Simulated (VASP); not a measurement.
Crystal: HfC.

```
Hf C
1.0
     3.27463    0.00000    0.00000
    -1.63731    2.83591    0.00000
     0.00000    0.00000    5.09651
Hf C
2 2
Direct
  0.33333 0.66667 0.25000
  0.66667 0.33333 0.75000
  0.00000 0.00000 0.50000
  0.00000 0.00000 0.00000
```

Base run:

| Property | Result |
| --- | --- |
| Program | VASP 6.6.1 |
| Functional | r2SCAN |
| Potentials or basis | VASP PAW PBE potentials, release 64 (Hf_pv, C) |
| Cutoff | 520 eV |
| k mesh | 9 × 9 × 5 |
| Occupations | fermi-dirac, width 0.05 eV |
| Spin | no spin polarisation |

Its results: band gap on the k mesh zero (band 14 reaches 8.17 eV, above the bottom of band 15 at 6.83 eV); pressure 12.6 GPa.

Q: The run is repeated on the same cell with these changes: functional from r2SCAN to PBEsol; cutoff from 520 eV to 600 eV; further incar settings from ALGO = Normal; EDIFF = 1e-07; NBANDS = 22 to ALGO = Normal; EDIFF = 1e-06; NBANDS = 22. What comes out?

A: Band gap on the k mesh zero (band 14 reaches 7.76 eV, above the bottom of band 15 at 6.67 eV); pressure 7.5 GPa.

Caveats: the PAW data sets were made with another functional, which shifts forces and pressure a little; spin-orbit coupling is left out, which moves the levels of the heavy elements.
